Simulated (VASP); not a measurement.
Al2Cu, 6 atoms in the cell. Symmetry: Ibam, No. 72, orthorhombic system. Conventional cell: a = 5.993 Å, b = 6.053 Å, c = 4.828 Å, α = 90.00°, β = 90.00°, γ = 90.00°. Within 3.4 Å of Al (site symmetry m) lie 4 Cu at 2.56 to 2.57 Å and 11 Al at 2.71 to 3.22 Å. Within 3.2 Å of Cu (site symmetry 222) lie 2 Cu at 2.41 Å and 8 Al at 2.56 to 2.57 Å.  This cell differs from its parent crystal: strain +0.0100 x Voigt [0, 1, 0, 0, 0, 0].

```yaml
Program: VASP 6.6.1
Task: single point
Functional: PBEsol
Potentials_or_basis: VASP PAW PBE potentials, release 64 (Al, Cu)
Cutoff: 520 eV
k_mesh: 12 × 12 × 12
Occupations: gaussian, width 0.15 eV
Spin: no spin polarisation
Dipole_correction: no
Further_INCAR_settings: ALGO = Fast; EDIFF = 1e-07; NBANDS = 26
```

Potentials or basis: VASP PAW PBE potentials, release 64 (Al, Cu).

Command:

```console
$ cat potpaw_PBE.64/Al/POTCAR potpaw_PBE.64/Cu/POTCAR > POTCAR
$ mpirun -np 1 vasp_std > vasp.out
```

Hardware: 1 thread of Oxide Virtual Turin-like Processor (shared host).

Estimate the wall time of this run.

Run time: 22 min on 1 thread of Oxide Virtual Turin-like Processor (shared host), peak memory 0.57 GiB. Counts: scf iterations 21, k points 280.
